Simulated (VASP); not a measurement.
# Ga4HgO (F-43m) in VASP: further runs, part 3 of 3

VASP 6.6.1. The steps go on from the part before.

## Step 4: Single point, PBE

This run uses another cell than the first one, of 19.15 Å³/atom.

INCAR reads:

```
SYSTEM = Ga4HgO
PREC = Accurate ; ENCUT = 520
EDIFF = 1E-6 ; ISMEAR = 0
SIGMA = 0.1 ; LREAL = .FALSE.
LASPH = .TRUE. ; NELM = 100
ALGO = Normal ; ISIF = 2
LWAVE = .FALSE. ; LCHARG = .FALSE.
GGA = PE ; NBANDS = 44
```

KPOINTS reads:

```
regular mesh
0
G
  4 4 4
  0 0 0
```

POSCAR reads:

```
Ga4HgO
1.0
    0.0000000000      3.8589226400      3.8589226400
    3.8589226400      0.0000000000      3.8589226400
    3.8589226400      3.8589226400      0.0000000000
Ga Hg O
4 1 1
Direct
    0.8749097000      0.3750301000      0.3750301000
    0.3750301000      0.3750301000      0.3750301000
    0.3750301000      0.8749097000      0.3750301000
    0.3750301000      0.3750301000      0.8749097000
    0.7500000000      0.7500000000      0.7500000000
    0.0000000000      0.0000000000      0.0000000000
```

Potentials or basis: VASP PAW PBE potentials, release 64 (Ga_d, Hg, O).

Command:

```
$ cat potpaw_PBE.64/Ga_d/POTCAR potpaw_PBE.64/Hg/POTCAR potpaw_PBE.64/O/POTCAR > POTCAR
$ mpirun -np 1 vasp_std > vasp.out
```

OUTCAR:

```text
SYSTEM = Ga4HgO
   PREC = Accurate
   ENCUT = 520
   EDIFF = 1E-6
   ISMEAR = 0
   LREAL = .FALSE.
   LASPH = .TRUE.
   NELM = 100
   ISIF = 2
   GGA = PE

 ion  position               nearest neighbor table
   1  0.875  0.375  0.375-   2 2.73   3 2.73   4 2.73   2 2.73   4 2.73   3 2.73   5 3.20   5 3.20
                             5 3.20
   2  0.375  0.375  0.375-   1 2.73   3 2.73   4 2.73   4 2.73   3 2.73   1 2.73   5 3.20   5 3.20
                             5 3.20
   3  0.375  0.875  0.375-   1 2.73   2 2.73   4 2.73   4 2.73   2 2.73   1 2.73   5 3.20   5 3.20
                             5 3.20
   4  0.375  0.375  0.875-   1 2.73   2 2.73   3 2.73   2 2.73   3 2.73   1 2.73   5 3.20   5 3.20
                             5 3.20
   5  0.750  0.750  0.750-   3 3.20   4 3.20   1 3.20   4 3.20   1 3.20   3 3.20   2 3.20   2 3.20
                             2 3.20   1 3.20   3 3.20   4 3.20
   6  0.000  0.000  0.000-

  LATTYP: Found a face centered cubic cell.
 ALAT       =     7.7178452800

  Lattice vectors:

 A1 = (   0.0000000000,   3.8589226400,   3.8589226400)
 A2 = (   3.8589226400,   0.0000000000,   3.8589226400)
 A3 = (   3.8589226400,   3.8589226400,   0.0000000000)

Analysis of symmetry for initial positions (statically):
=====================================================================
 Subroutine PRICEL returns:
 Original cell was already a primitive cell.

 Routine SETGRP: Setting up the symmetry group for a
 face centered cubic supercell.

 Subroutine GETGRP returns: Found 24 space group operations
 (whereof 24 operations were pure point group operations)
 out of a pool of 48 trial point group operations.

The static configuration has the point symmetry T_d .

Analysis of symmetry for dynamics (positions and initial velocities):
=====================================================================
 Subroutine PRICEL returns:
 Original cell was already a primitive cell.

 Routine SETGRP: Setting up the symmetry group for a
 face centered cubic supercell.

 Subroutine GETGRP returns: Found 24 space group operations
 (whereof 24 operations were pure point group operations)
 out of a pool of 48 trial point group operations.

The dynamic configuration has the point symmetry T_d .

 Subroutine INISYM returns: Found 24 space group operations
 (whereof 24 operations are pure point group operations),
 and found     1 'primitive' translations

----------------------------------------------------------------------------------------

                                     Primitive cell

  volume of cell :     114.9286

  direct lattice vectors                    reciprocal lattice vectors
     0.000000000  3.858922640  3.858922640    -0.129569843  0.129569843  0.129569843
     3.858922640  0.000000000  3.858922640     0.129569843 -0.129569843  0.129569843
     3.858922640  3.858922640  0.000000000     0.129569843  0.129569843 -0.129569843

  length of vectors
     5.457340734  5.457340734  5.457340734     0.224421551  0.224421551  0.224421551

  position of ions in fractional coordinates (direct lattice)
     0.874909700  0.375030100  0.375030100
     0.375030100  0.375030100  0.375030100
     0.375030100  0.874909700  0.375030100
     0.375030100  0.375030100  0.874909700
     0.750000000  0.750000000  0.750000000
[... 40 lines left out ...]
  0.250000  0.000000  0.000000      8.000000
  0.500000  0.000000  0.000000      4.000000
  0.250000  0.250000  0.000000      6.000000
  0.500000  0.250000  0.000000     24.000000
 -0.250000  0.250000  0.000000     12.000000
  0.500000  0.500000  0.000000      3.000000
 -0.250000  0.500000  0.250000      6.000000
   k-points           NKPTS =      8   k-points in BZ     NKDIM =      8   number of bands    NBANDS=     44
   number of dos      NEDOS =    301   number of ions     NIONS =      6
   total plane-waves  NPLWV =  74088
   dimension x,y,z NGX =    42 NGY =   42 NGZ =   42
   dimension x,y,z NGXF=    84 NGYF=   84 NGZF=   84
   ions per type =               4   1   1
   NGX,Y,Z   is equivalent  to a cutoff of  12.79, 12.79, 12.79 a.u.
   NGXF,Y,Z  is equivalent  to a cutoff of  25.59, 25.59, 25.59 a.u.
 SYSTEM =  Ga4HgO
   PREC   = accura    normal or accurate (medium, high low for compatibility)
   ISTART =      0    job   : 0-new  1-cont  2-samecut
   ICHARG =      2    charge: 1-file 2-atom 10-const
   ISPIN  =      1    spin polarized calculation?
   LNONCOLLINEAR =      F non collinear calculations
   LSORBIT =      F    spin-orbit coupling
   LASPH  =      T    aspherical Exc in radial PAW
   ENCUT  =  520.0 eV  38.22 Ry    6.18 a.u.  10.15 10.15 10.15*2*pi/ulx,y,z
   NELM   =    100;   NELMIN=  2; NELMDL= -5     # of ELM steps
   EDIFF  = 0.1E-05   stopping-criterion for ELM
   LREAL  =      F    real-space projection
   EDIFFG = 0.1E-04   stopping-criterion for IOM
   NSW    =      0    number of steps for IOM
   IBRION =     -1    ionic relax: 0-MD 1-quasi-New 2-CG
   NFREE  =      0    steps in history (QN), initial steepest desc. (CG)
   ISIF   =      2    stress and relaxation
   ISYM   =      2    0-nonsym 1-usesym 2-fastsym
   POTIM  = 0.5000    time-step for ionic-motion
   TEBEG  =    0.0;   TEEND  =   0.0 temperature during run
   PSTRESS=    0.0 pullay stress
   NELECT =      70.0000    total number of electrons
   NUPDOWN=      -1.0000    fix difference up-down
   EMIN   =  10.00;   EMAX   =-10.00  energy-range for DOS
   EFERMI =   0.00;   METHOD = LEGACY
   ISMEAR =     0;   SIGMA  =   0.10  broadening in eV -4-tet -1-fermi 0-gaus
   EFERMI_NEDOS =   21; number of points for ismear=-14 and -15
   IALGO  =     38    algorithm
   IMIX   =      4    mixing-type and parameters
     AMIX     =   0.40;   BMIX     =  1.00
     AMIX_MAG =   1.60;   BMIX_MAG =  1.00
  volume/ion in A,a.u.               =      19.15       129.26
  Fermi-wavevector in a.u.,A,eV,Ry     =   1.387708  2.622388 26.201197  1.925734
  Thomas-Fermi vector in A             =   2.511903
   LORBIT       =      0    0 simple, 1 ext, 2 COOP (PROOUT), +10 PAW based schemes
   GGA     = PE    functional components
   LHFCALC =     F    Hartree Fock is set to
   AEXX    =    0.0000 exact exchange contribution
   IVDW    =     0    specifies the selected vdW correction
   LEPSILON=     F    determine dielectric tensor
   LRPA    =     F    only Hartree local field effects (RPA)
 non-spin polarized calculation
 Gauss-broadening in eV      SIGMA  =   0.10
  energy-cutoff  :      520.00
  volume of cell :      114.93
 maximum number of plane-waves:      3119
 NGX is ok and might be reduce to    42
   NGX = 21   NGY = 21   NGZ = 21

 number of electron      69.9999979 magnetization

 Free energy of the ion-electron system (eV)
  ---------------------------------------------------
  ext. energy  EPLUGINS =         0.00000000
  ---------------------------------------------------
  free energy    TOTEN  =       -15.06533132 eV

  energy without entropy =      -15.02360472  energy(sigma->0) =      -15.04446802

 E-fermi :   3.5425     XC(G=0): -10.5850

 val. band max:        3.5388028024   @ k =  -0.2500   0.2500   0.0000
 cond. band min:       3.5481179827   @ k =   0.5000   0.2500   0.0000
 fundamental gap:      0.0093151804
 Fermi energy:         3.5424543461

 k-point     1 :       0.0000    0.0000    0.0000
  band No.  band energies     occupation
      1     -11.9042      2.00000
      2     -11.6312      2.00000
      3     -11.4587      2.00000
      4     -11.4587      2.00000
      5     -11.4587      2.00000
      6     -11.4299      2.00000
[... 365 lines left out ...]
     43       9.7431      0.00000
     44      11.2334      0.00000

------------------------ aborting loop because EDIFF is reached ----------------------------------------

  FORCE on cell =-STRESS in cart. coord.  units (eV):
  Direction    XX          YY          ZZ          XY          YZ          ZX
  --------------------------------------------------------------------------------------
  -------------------------------------------------------------------------------------
  Total        0.0988607      0.0988607      0.0988607     -0.0000000      0.0000000     -0.0000000
  in kB        1.3781803      1.3781803      1.3781803     -0.0000000      0.0000000     -0.0000000
  external PRESSURE =       1.3781803 kB  Pullay stress =       0.0000000 kB

 VOLUME and BASIS-vectors are now :
 -----------------------------------------------------------------------------
  energy-cutoff  :      520.00
  volume of cell :      114.93
      direct lattice vectors                 reciprocal lattice vectors
     0.000000000  3.858922640  3.858922640    -0.129569843  0.129569843  0.129569843
     3.858922640  0.000000000  3.858922640     0.129569843 -0.129569843  0.129569843
     3.858922640  3.858922640  0.000000000     0.129569843  0.129569843 -0.129569843

 POSITION                                       TOTAL-FORCE (eV/Angst)
 -----------------------------------------------------------------------------------
      2.89442      4.82342      4.82342        -0.059678      0.059678      0.059678
      2.89442      2.89442      2.89442        -0.059678     -0.059678     -0.059678
      4.82342      2.89442      4.82342         0.059678     -0.059678      0.059678
      4.82342      4.82342      2.89442         0.059678      0.059678     -0.059678
      5.78838      5.78838      5.78838        -0.000000     -0.000000     -0.000000
      0.00000      0.00000      0.00000        -0.000000     -0.000000     -0.000000
 -----------------------------------------------------------------------------------
    total drift:                                0.000000      0.000000      0.000000

  FREE ENERGIE OF THE ION-ELECTRON SYSTEM (eV)
  ---------------------------------------------------
  free  energy   TOTEN  =       -15.0653313250 eV

  energy  without entropy=      -15.0236047212  energy(sigma->0) =      -15.04446802
```

Run time: 45 s. Hardware: 1 thread of Intel Xeon 6975P-C (Granite Rapids), shared host; peak memory 0.26 GiB.

Results:

```
Free energy            : -15.0653 eV
Pressure               : 0.1 GPa
Largest force          : 0.103 eV/Å
Band gap on the k mesh : zero (bands 35 and 36 overlap by 0.58 eV)
```

Forces in eV/Å, atoms in the order of the input:
```
Ga  -0.060  0.060  0.060
Ga  -0.060 -0.060 -0.060
Ga   0.060 -0.060  0.060
Ga   0.060  0.060 -0.060
Hg   0.000  0.000  0.000
O    0.000  0.000  0.000
```

Caveat: spin-orbit coupling is left out, which moves the levels of the heavy elements.

## Step 5: The runs side by side

| task | cell | k mesh | cutoff (eV) | gap on the mesh (eV) | pressure (GPa) |
| --- | --- | --- | --- | --- | --- |
| single point | a = 5.448 Å, angles 60.0°, 6 atoms, atomic positions A | 8 × 8 × 8 | 520 | none | 0.1 |
| relaxation of cell and atoms | relaxed from a = 5.457 Å, angles 60.0°, 6 atoms, atomic positions B | 8 × 8 × 8 | 600 | none | 0.0 |
| single point | a = 5.457 Å, angles 60.0°, 6 atoms, atomic positions B | 4 × 4 × 4 | 520 | none | 0.1 |

Alike in all rows: level PBE; potentials or basis VASP PAW PBE potentials, release 64 (Ga_d, Hg, O); no spin polarisation; smearing gaussian 0.1 eV.

Caveats: spin-orbit coupling is left out, which moves the levels of the heavy elements.

Total energies depend on the potentials used, so only differences within one code and one set of settings carry meaning.

The gap in the log of VASP goes by the Fermi energy; the results here count the filled bands.